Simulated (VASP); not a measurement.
A run of VASP 6.6.1 is set up as follows.

The input INCAR:

```
SYSTEM = TiAl3
PREC     = Accurate       ! precision mode
ENCUT    = 520            ! plane-wave cutoff, eV
EDIFF    = 1E-6           ! SCF threshold, eV
ISMEAR   = 0              ! smearing method
SIGMA    = 0.15           ! smearing width, eV
LREAL    = .False.        ! projectors in reciprocal space
LASPH    = .True.         ! aspherical terms in the spheres
NELM     = 60             ! most SCF steps
ALGO     = Fast           ! electronic algorithm
ISIF     = 2              ! what is computed and relaxed
LWAVE    = .False.        ! write WAVECAR
LCHARG   = .False.        ! write CHGCAR
GGA      = CA             ! functional
NBANDS   = 18             ! bands
```

The input KPOINTS:

```
Automatic mesh
0
Gamma
  16 16 16
  0 0 0
```

POSCAR

```
TiAl3
1.0
   -2.0029235801      2.0029235801      4.3781906537
    2.0029235801     -2.0029235801      4.3781906537
    2.0029235801      2.0029235801     -4.3781906537
Ti Al
1 3
Direct
    0.0000000000      0.0000000000      0.0000000000
    0.5000000000      0.5000000000      0.0000000000
    0.7500000000      0.2500000000      0.5000000000
    0.2500000000      0.7500000000      0.5000000000
```

Potentials or basis: VASP PAW LDA potentials, release 64 (Ti_sv, Al).

The run is started by

```console
$ cat potpaw_LDA.64/Ti_sv/POTCAR potpaw_LDA.64/Al/POTCAR > POTCAR
$ mpirun -np 1 vasp_std > vasp.out
```

Question: Estimate the pressure.

Answer: -12.7 GPa.

Question: Predict the band gap on the k mesh.

Answer: Zero (an odd number of electrons rules out a gap without spin polarisation).

Stress tensor (GPa, compression positive):
```
-14.06   0.00   0.00
  0.00 -14.06   0.00
  0.00   0.00  -9.88
```

Caveat: the cell stands under tension.
